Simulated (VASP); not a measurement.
ZnO:

```
Zn O
1.0
     1.43323   -3.52708    0.00000
     1.43323    3.52708    0.00000
     0.00000    0.00000    2.83849
Zn O
1 1
Cartesian
  0.0000 0.0000 0.0000
  1.4332 0.0000 1.4192
```

Base run:

```yaml
Program: VASP 6.6.1
Functional: PBE
Potentials_or_basis: VASP PAW PBE potentials, release 64 (Zn, O)
Cutoff: 520 eV
k_mesh: 10 × 10 × 9
Occupations: fermi-dirac, width 0.05 eV
Spin: no spin polarisation
```

Its results: band gap on the k mesh zero (band 9 reaches 0.94 eV, above the bottom of band 10 at 0.77 eV); pressure 0.8 GPa.

Q: The run is repeated on the same cell with these changes: functional from PBE to PBEsol-based global hybrid; k mesh from 10 × 10 × 9 to 5 × 5 × 5. What comes out?

A: Band gap on the k mesh 2.16 eV, indirect (least direct gap 4.40 eV); pressure -6.2 GPa.

Several settings changed at once, so the effect can't be laid on one alone.

Caveats: some runs use coarse meshes; the PAW data sets were made with another functional, which shifts forces and pressure a little (some runs).

A k mesh can miss the band edges.
